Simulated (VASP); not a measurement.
Input of a VASP 6.6.1 run:

File INCAR:

```
SYSTEM = Nb
PREC     = Accurate       ! precision mode
ENCUT    = 520            ! plane-wave cutoff, eV
EDIFF    = 1E-6           ! SCF threshold, eV
ISMEAR   = -1             ! smearing method
SIGMA    = 0.1            ! smearing width, eV
LREAL    = .False.        ! projectors in reciprocal space
LASPH    = .True.         ! aspherical terms in the spheres
NELM     = 100            ! most SCF steps
ALGO     = Normal         ! electronic algorithm
ISIF     = 2              ! what is computed and relaxed
LWAVE    = .False.        ! write WAVECAR
LCHARG   = .True.         ! write CHGCAR
GGA      = B5             ! functional
ALDAX    = 1.0          
AGGAX    = 1.0          
AGGAC    = 1.0          
ALDAC    = 0.0          
LELF     = .True.         ! ELF
LVHAR    = .True.       
NBANDS   = 12             ! bands
```

Contents of KPOINTS:

```
regular mesh
0
Gamma
  22 22 22
  0 0 0
```

File POSCAR:

```
Nb
1.0
   -1.6298364022      1.6298364022      1.6298364022
    1.6298364022     -1.6298364022      1.6298364022
    1.6298364022      1.6298364022     -1.6298364022
Nb
1
Direct
    0.0000000000      0.0000000000      0.0000000000
```

Potentials or basis: VASP PAW PBE potentials, release 64 (Nb_sv).

Run with:

```sh
$ cat potpaw_PBE.64/Nb_sv/POTCAR > POTCAR
$ mpirun -np 1 vasp_std > vasp.out
```

Estimate the pressure.

15.5 GPa.

Caveat: the PAW data sets were made with another functional, which shifts forces and pressure a little.
